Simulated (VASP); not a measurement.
# C (P-1) in VASP: single point with PBE

Aim: the single point of C with PBE.

All numbers are computed with VASP 6.6.1; they aren't measurements. Logs are shortened: lines on timing, memory, paths and dates and some standing lists are left out, and cuts for length are marked.

## Step 1: The cell of the first run

The typed cell holds 12 atoms: a = 2.522 Å, b = 2.522 Å, c = 12.379 Å, α = 88.25°, β = 86.50°, γ = 60.00°.

## Step 2: Single point, PBE

File INCAR:

```
SYSTEM = C
PREC = Accurate
ENCUT = 520
EDIFF = 1E-6
ISMEAR = 0
SIGMA = 0.05
LREAL = .FALSE.
LASPH = .TRUE.
NELM = 60
ALGO = Normal
ISIF = 2
LWAVE = .FALSE.
LCHARG = .TRUE.
GGA = PE
LELF = .TRUE.
LVHAR = .TRUE.
NBANDS = 36
```

File KPOINTS:

```
Automatic mesh
0
G
  10 10 2
  0 0 0
```

File POSCAR:

```
C
1.0
    1.7834000000     -1.7834000000      0.0000000000
    1.7834000000      0.0000000000     -1.7834000000
    7.6686200000      6.5985800000      7.1336000000
C
12
Direct
    0.5854066667      0.6666666667      0.2708666667
   -0.0312600000      0.0000000000      0.1042000000
    0.2020733333      0.3333333333      0.4375333333
    0.4354066667      0.6666666667      0.7708666667
    0.8187400000      1.0000000000      0.6042000000
    0.0520733333      0.3333333333      0.9375333333
    0.5479066667      0.6666666667      0.3958666667
    0.9312400000      1.0000000000      0.2292000000
    0.1645733333      0.3333333333      0.5625333333
    0.3979066667      0.6666666667      0.8958666667
   -0.2187600000      0.0000000000      0.7292000000
    0.3145733333      0.3333333333      0.0625333333
```

Potentials or basis: VASP PAW PBE potentials, release 64 (C).

The run is started by

```
> cat potpaw_PBE.64/C/POTCAR > POTCAR
> mpirun -np 1 vasp_std > vasp.out
```

OUTCAR:

```text
SYSTEM = C
   PREC = Accurate
   ENCUT = 520
   EDIFF = 1E-6
   ISMEAR = 0
   LREAL = .FALSE.
   LASPH = .TRUE.
   NELM = 60
   ISIF = 2
   GGA = PE

 ion  position               nearest neighbor table
   1  0.585  0.667  0.271-   8 1.54   7 1.54   8 1.54   8 1.54
   2  0.969  0.000  0.104-  12 1.54   8 1.54  12 1.54  12 1.54
   3  0.202  0.333  0.438-   7 1.54   7 1.54   9 1.54   7 1.54
   4  0.435  0.667  0.771-  11 1.54  10 1.54  11 1.54  11 1.54
   5  0.819  0.000  0.604-   9 1.54  11 1.54   9 1.54   9 1.54
   6  0.052  0.333  0.938-  10 1.54  10 1.54  10 1.54  12 1.72
   7  0.548  0.667  0.396-   3 1.54   3 1.54   1 1.54   3 1.54
   8  0.931  0.000  0.229-   1 1.54   2 1.54   1 1.54   1 1.54
   9  0.165  0.333  0.563-   5 1.54   3 1.54   5 1.54   5 1.54
  10  0.398  0.667  0.896-   6 1.54   6 1.54   4 1.54   6 1.54
  11  0.781  0.000  0.729-   4 1.54   5 1.54   4 1.54   4 1.54
  12  0.315  0.333  0.063-   2 1.54   2 1.54   2 1.54   6 1.72

  LATTYP: Found a base centered monoclinic cell.
 ALAT       =     2.5221084671
 B/A-ratio  =     1.7320508076
 C/A-ratio  =     4.9081564767
 COS(beta)  =    -0.0611227457

  Lattice vectors:

 A1 = (   0.0000000000,   1.7834000000,  -1.7834000000)
 A2 = (  -1.7834000000,   0.0000000000,   1.7834000000)
 A3 = (   7.6686200000,   6.5985800000,   7.1336000000)

Analysis of symmetry for initial positions (statically):
=====================================================================
 Subroutine PRICEL returns:
 Original cell was already a primitive cell.

 Routine SETGRP: Setting up the symmetry group for a
 base centered monoclinic supercell.

 Subroutine GETGRP returns: Found  2 space group operations
 (whereof  1 operations were pure point group operations)
 out of a pool of  4 trial point group operations.

The static configuration has the point symmetry C_1 .
 The point group associated with its full space group is S_2 .

Analysis of symmetry for dynamics (positions and initial velocities):
=====================================================================
 Subroutine PRICEL returns:
 Original cell was already a primitive cell.

 Routine SETGRP: Setting up the symmetry group for a
 base centered monoclinic supercell.

 Subroutine GETGRP returns: Found  2 space group operations
 (whereof  1 operations were pure point group operations)
 out of a pool of  4 trial point group operations.

The dynamic configuration has the point symmetry C_1 .
 The point group associated with its full space group is S_2 .

 Subroutine INISYM returns: Found  2 space group operations
 (whereof  1 operations are pure point group operations),
 and found     1 'primitive' translations

----------------------------------------------------------------------------------------

                                     Primitive cell

  volume of cell :      68.0656

  direct lattice vectors                    reciprocal lattice vectors
     1.783400000 -1.783400000  0.000000000     0.172890733 -0.387835969  0.172890733
     1.783400000  0.000000000 -1.783400000     0.186908901  0.186908901 -0.373817801
     7.668620000  6.598580000  7.133600000     0.046727225  0.046727225  0.046727225

  length of vectors
     2.522108467  2.522108467 12.378903008     0.458474808  0.457831435  0.080933928

  position of ions in fractional coordinates (direct lattice)
     0.585406667  0.666666667  0.270866667
     0.968740000  0.000000000  0.104200000
     0.202073333  0.333333333  0.437533333
     0.435406667  0.666666667  0.770866667
     0.818740000  0.000000000  0.604200000
     0.052073333  0.333333333  0.937533333
     0.547906667  0.666666667  0.395866667
     0.931240000  0.000000000  0.229200000
     0.164573333  0.333333333  0.562533333
     0.397906667  0.666666667  0.895866667
     0.781240000  0.000000000  0.729200000
     0.314573333  0.333333333  0.062533333

  ion indices of the primitive-cell ions
   primitive index   ion index
                 1           1
                 2           2
                 3           3
                 4           4
                 5           5
                 6           6
                 7           7
                 8           8
                 9           9
                10          10
                11          11
                12          12

----------------------------------------------------------------------------------------

 KPOINTS: Automatic mesh

Automatic generation of k-mesh.
 Grid dimensions read from file:
 generate k-points for:   10   10    2

 Generating k-lattice:

  Cartesian coordinates                     Fractional coordinates (reciprocal lattice)
     0.017289073 -0.038783597  0.017289073     0.100000000  0.000000000  0.000000000
     0.018690890  0.018690890 -0.037381780     0.000000000  0.100000000  0.000000000
     0.023363613  0.023363613  0.023363613     0.000000000  0.000000000  0.500000000

  Length of vectors
     0.045847481  0.045783143  0.040466964

  Shift w.r.t. Gamma in fractional coordinates (k-lattice)
     0.000000000  0.000000000  0.000000000

 Subroutine IBZKPT returns following result:
 ===========================================

 Found    104 irreducible k-points:

 Following reciprocal coordinates:
            Coordinates               Weight
  0.000000  0.000000  0.000000      1.000000
  0.100000  0.000000  0.000000      2.000000
 -0.100000 -0.100000  0.000000      2.000000
  0.200000  0.000000  0.000000      2.000000
 -0.200000 -0.200000  0.000000      2.000000
  0.300000  0.000000 -0.000000      2.000000
[... 16 lines left out ...]
  0.300000  0.400000 -0.000000      2.000000
 -0.200000  0.100000  0.000000      2.000000
 [... further k-points ...]
   k-points           NKPTS =    104   k-points in BZ     NKDIM =    104   number of bands    NBANDS=     36
   number of dos      NEDOS =    301   number of ions     NIONS =     12
   total plane-waves  NPLWV =  38400
   dimension x,y,z NGX =    20 NGY =   20 NGZ =   96
   dimension x,y,z NGXF=    40 NGYF=   40 NGZF=  192
   ions per type =              12
   NGX,Y,Z   is equivalent  to a cutoff of  13.18, 13.18, 12.89 a.u.
   NGXF,Y,Z  is equivalent  to a cutoff of  26.37, 26.37, 25.79 a.u.
 SYSTEM =  C
   PREC   = accura    normal or accurate (medium, high low for compatibility)
   ISTART =      0    job   : 0-new  1-cont  2-samecut
   ICHARG =      2    charge: 1-file 2-atom 10-const
   ISPIN  =      1    spin polarized calculation?
   LNONCOLLINEAR =      F non collinear calculations
   LSORBIT =      F    spin-orbit coupling
   LASPH  =      T    aspherical Exc in radial PAW
   ENCUT  =  520.0 eV  38.22 Ry    6.18 a.u.   4.69  4.69 23.02*2*pi/ulx,y,z
   NELM   =     60;   NELMIN=  2; NELMDL= -5     # of ELM steps
   EDIFF  = 0.1E-05   stopping-criterion for ELM
   LREAL  =      F    real-space projection
   EDIFFG = 0.1E-04   stopping-criterion for IOM
   NSW    =      0    number of steps for IOM
   IBRION =     -1    ionic relax: 0-MD 1-quasi-New 2-CG
   NFREE  =      0    steps in history (QN), initial steepest desc. (CG)
   ISIF   =      2    stress and relaxation
   ISYM   =      2    0-nonsym 1-usesym 2-fastsym
   POTIM  = 0.5000    time-step for ionic-motion
   TEBEG  =    0.0;   TEEND  =   0.0 temperature during run
   PSTRESS=    0.0 pullay stress
   NELECT =      48.0000    total number of electrons
   NUPDOWN=      -1.0000    fix difference up-down
   EMIN   =  10.00;   EMAX   =-10.00  energy-range for DOS
   EFERMI =   0.00;   METHOD = LEGACY
   ISMEAR =     0;   SIGMA  =   0.05  broadening in eV -4-tet -1-fermi 0-gaus
   EFERMI_NEDOS =   21; number of points for ismear=-14 and -15
   IALGO  =     38    algorithm
   IMIX   =      4    mixing-type and parameters
     AMIX     =   0.40;   BMIX     =  1.00
     AMIX_MAG =   1.60;   BMIX_MAG =  1.00
  volume/ion in A,a.u.               =       5.67        38.28
  Fermi-wavevector in a.u.,A,eV,Ry     =   1.457178  2.753668 28.890189  2.123369
  Thomas-Fermi vector in A             =   2.574010
   LORBIT       =      0    0 simple, 1 ext, 2 COOP (PROOUT), +10 PAW based schemes
   GGA     = PE    functional components
   LHFCALC =     F    Hartree Fock is set to
   AEXX    =    0.0000 exact exchange contribution
   IVDW    =     0    specifies the selected vdW correction
   LEPSILON=     F    determine dielectric tensor
   LRPA    =     F    only Hartree local field effects (RPA)
 non-spin polarized calculation
 Gauss-broadening in eV      SIGMA  =   0.05
  energy-cutoff  :      520.00
  volume of cell :       68.07
 maximum number of plane-waves:      1849
   NGX =  9   NGY =  9   NGZ = 45

 number of electron      47.9999995 magnetization

 Free energy of the ion-electron system (eV)
  ---------------------------------------------------
  ext. energy  EPLUGINS =         0.00000000
  ---------------------------------------------------
  free energy    TOTEN  =      -106.92653954 eV

  energy without entropy =     -106.92653954  energy(sigma->0) =     -106.92653954

 E-fermi :  10.6053     XC(G=0): -13.2750

 val. band max:       10.2964360594   @ k =   0.0000   0.0000   0.0000
 cond. band min:      11.3247338634   @ k =   0.5000   0.0000  -0.0000
 fundamental gap:      1.0282978040
 Fermi energy:        10.6052676413

 k-point     1 :       0.0000    0.0000    0.0000
  band No.  band energies     occupation
      1     -11.7338      2.00000
      2     -10.9663      2.00000
      3     -10.9610      2.00000
      4      -8.7448      2.00000
      5      -8.6775      2.00000
      6      -5.9769      2.00000
[... 28 lines left out ...]
     35      17.9098      0.00000
     36      18.0318      0.00000
[... 866 lines left out ...]
      6      -4.5020      2.00000
[... 28 lines left out ...]
     35      19.4602      0.00000
     36      20.1811      0.00000

 [... further k-points ...]

------------------------ aborting loop because EDIFF is reached ----------------------------------------

  FORCE on cell =-STRESS in cart. coord.  units (eV):
  Direction    XX          YY          ZZ          XY          YZ          ZX
  --------------------------------------------------------------------------------------
  -------------------------------------------------------------------------------------
  Total       -8.0851570      8.0463119      4.3448047      1.8784516      6.1356671     -3.0585663
  in kB     -190.3143373    189.3999723    102.2711894     44.2163664    144.4258181    -71.9947707
  external PRESSURE =      33.7856081 kB  Pullay stress =       0.0000000 kB

 VOLUME and BASIS-vectors are now :
 -----------------------------------------------------------------------------
  energy-cutoff  :      520.00
  volume of cell :       68.07
      direct lattice vectors                 reciprocal lattice vectors
     1.783400000 -1.783400000  0.000000000     0.172890733 -0.387835969  0.172890733
     1.783400000  0.000000000 -1.783400000     0.186908901  0.186908901 -0.373817801
     7.668620000  6.598580000  7.133600000     0.046727225  0.046727225  0.046727225

 POSITION                                       TOTAL-FORCE (eV/Angst)
 -----------------------------------------------------------------------------------
      4.31012      0.74332      0.74332         0.003264     -0.017834      0.000623
      2.52672     -1.04008      0.74332         0.030927     -0.005184      0.563380
      4.31012      2.52672      2.52672         0.004220     -0.006867     -0.002050
      7.87692      4.31012      4.31012         0.264227     -0.419113     -0.224395
      6.09352      2.52672      4.31012         0.033756     -0.041418     -0.012379
      7.87692      6.09352      6.09352         2.684994     -3.868093     -0.539004
      5.20182      1.63502      1.63502        -0.033756      0.041418      0.012379
      3.41842     -0.14838      1.63502        -0.264227      0.419113      0.224395
      5.20182      3.41842      3.41842        -0.004220      0.006867      0.002050
      8.76862      5.20182      5.20182        -0.030927      0.005184     -0.563380
      6.98522      3.41842      5.20182        -0.003264      0.017834     -0.000623
      1.63502     -0.14838     -0.14838        -2.684994      3.868093      0.539004
 -----------------------------------------------------------------------------------
    total drift:                               -0.000000     -0.000000     -0.000001

  FREE ENERGIE OF THE ION-ELECTRON SYSTEM (eV)
  ---------------------------------------------------
  free  energy   TOTEN  =      -106.9265395366 eV

  energy  without entropy=     -106.9265395366  energy(sigma->0) =     -106.92653954
```

It took 5 min on 1 thread of AMD EPYC 7R13 (Zen 3), shared host; peak memory 0.26 GiB.

What came out:

| Quantity | Value |
| --- | --- |
| Free energy | -106.9265 eV |
| Pressure | 3.4 GPa |
| Largest force | 4.739 eV/Å |
| Band gap on the k mesh | 1.03 eV (least direct gap 2.66 eV) |

Forces in eV/Å, atoms in the order of the input:
```
C    0.003 -0.018  0.001
C    0.031 -0.005  0.563
C    0.004 -0.007 -0.002
C    0.264 -0.419 -0.224
C    0.034 -0.041 -0.012
C    2.685 -3.868 -0.539
C   -0.034  0.041  0.012
C   -0.264  0.419  0.224
C   -0.004  0.007  0.002
C   -0.031  0.005 -0.563
C   -0.003  0.018 -0.001
C   -2.685  3.868  0.539
```

Stress tensor (GPa, compression positive):
```
-19.03   4.42  -7.20
  4.42  18.94  14.44
 -7.20  14.44  10.23
```

Caveat: the cell stands under pressure; forces of over 1 eV/Å act on the atoms, so gaps and moduli don't describe the material at rest. A k mesh can miss the band edges.
